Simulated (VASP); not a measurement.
Set up this calculation in VASP 6.6.1, as the native input.

| Item | Value |
| --- | --- |
| Task | single point |
| Functional | LDA |
| Potentials or basis | VASP PAW LDA potentials, release 64 (Na_pv, Li_sv, I, Cl) |
| Cutoff | 520 eV |
| k mesh | 6 × 6 × 4 |
| Occupations | gaussian, width 0.05 eV |
| Spin | no spin polarisation |
| Dipole correction | no |
| Further INCAR settings | ALGO = Normal; EDIFF = 1e-07; NBANDS = 20 |

The structure of NaLiICl lies in POSCAR:

```
NaLiICl
1.0
    3.7643051200      0.0000000000      0.0000000000
    0.0000000000      3.7643051200      0.0000000000
    0.0000000000      0.0000000000      6.7125715200
Na Li I Cl
1 1 1 1
Direct
    0.5000000000      0.5000000000      0.5000000000
    0.0000000000      0.0000000000      0.0000000000
    0.5000000000      0.5000000000      0.0000000000
    0.0000000000      0.0000000000      0.5000000000
```

This cell differs from its parent crystal: strain -0.080 along x and y, +0.080 along z.

One way to write it, as run:

INCAR

```
SYSTEM = NaLiICl
PREC = Accurate
ENCUT = 520
EDIFF = 1E-7
ISMEAR = 0
SIGMA = 0.05
LREAL = .FALSE.
LASPH = .TRUE.
NELM = 80
ALGO = Normal
ISIF = 2
LWAVE = .FALSE.
LCHARG = .FALSE.
NBANDS = 20
```

KPOINTS

```
regular mesh
0
G
  6 6 4
  0 0 0
```

Potentials or basis: VASP PAW LDA potentials, release 64 (Na_pv, Li_sv, I, Cl).

Launch:

```bash
$ cat potpaw_LDA.64/Na_pv/POTCAR potpaw_LDA.64/Li_sv/POTCAR potpaw_LDA.64/I/POTCAR potpaw_LDA.64/Cl/POTCAR > POTCAR
$ mpirun -np 1 vasp_std > vasp.out
```

It gave:

```
Band gap on the k mesh : 3.68 eV, indirect (least direct gap 3.82 eV)
```

Caveat: the cell differs from its parent crystal (strain -0.080 along x and y, +0.080 along z); spin-orbit coupling is left out, which moves the levels of the heavy elements.

Wall time 17 s on 1 thread of Intel(R) Xeon(R) 6975P-C (Granite Rapids) (shared host), peak memory 0.2 GiB.
